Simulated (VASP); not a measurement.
The system is SnO2.

```
Sn O
1.0
     5.17526    0.00000    0.00000
     0.00000    5.17526    0.00000
     0.00000    0.00000    5.17526
Sn O
4 8
Direct
  0.00000 0.00000 0.00000
  0.50000 0.00000 0.50000
  0.50000 0.50000 0.00000
  0.00000 0.50000 0.50000
  0.66110 0.83890 0.16110
  0.83890 0.16110 0.66110
  0.16110 0.66110 0.83890
  0.33890 0.33890 0.33890
  0.66110 0.66110 0.66110
  0.83890 0.33890 0.16110
  0.16110 0.83890 0.33890
  0.33890 0.16110 0.83890
```

```yaml
Program: VASP 6.6.1
Task: relaxation of cell and atoms
Functional: LDA
Potentials_or_basis: VASP PAW LDA potentials, release 64 (Sn_d, O)
Cutoff: 600 eV
k_mesh: 5 × 5 × 5
Occupations: fermi-dirac, width 0.05 eV
Spin: no spin polarisation
```

At the start: pressure -11.9 GPa; volume 11.55 Å³/atom.

Question: Where does the relaxation end?

Answer: Over 7 steps the energy falls by 26.2 meV/atom and the volume is 10.88 Å³/atom (-5.8 %); space group Pa-3 (No. 205, to 0.1 Å) before and after.

Step by step:
| step | energy change (eV) | largest force (eV/Å) | pressure (GPa) | volume (Å³) |
| --- | --- | --- | --- | --- |
| 1 | 0.0000 | 0.0397 | -11.86 | 138.61 |
| 2 | 0.1436 | 0.1089 | 18.34 | 122.15 |
| 3 | -0.3134 | 0.0205 | -0.20 | 130.76 |
| 4 | -0.3135 | 0.0219 | 0.06 | 130.61 |
| 5 | -0.3137 | 0.0189 | 0.06 | 130.60 |
| 6 | -0.3140 | 0.0100 | 0.07 | 130.58 |
| 7 | -0.3140 | 0.0081 | 0.08 | 130.54 |

Final structure:
```xyz
12
Lattice="5.0729 0.0000 0.0000 0.0000 5.0729 0.0000 0.0000 0.0000 5.0729" Properties=species:S:1:pos:R:3 pbc="T T T"
Sn    0.0000    5.0729    0.0000
Sn    2.5364    5.0729    2.5364
Sn    2.5364    2.5364    0.0000
Sn    0.0000    2.5364    2.5364
O     3.3487    4.2605    0.8123
O     4.2605    0.8123    3.3487
O     0.8123    3.3487    4.2605
O     1.7241    1.7241    1.7241
O     3.3487    3.3487    3.3487
O     4.2605    1.7241    0.8123
O     0.8123    4.2605    1.7241
O     1.7241    0.8123    4.2605
```
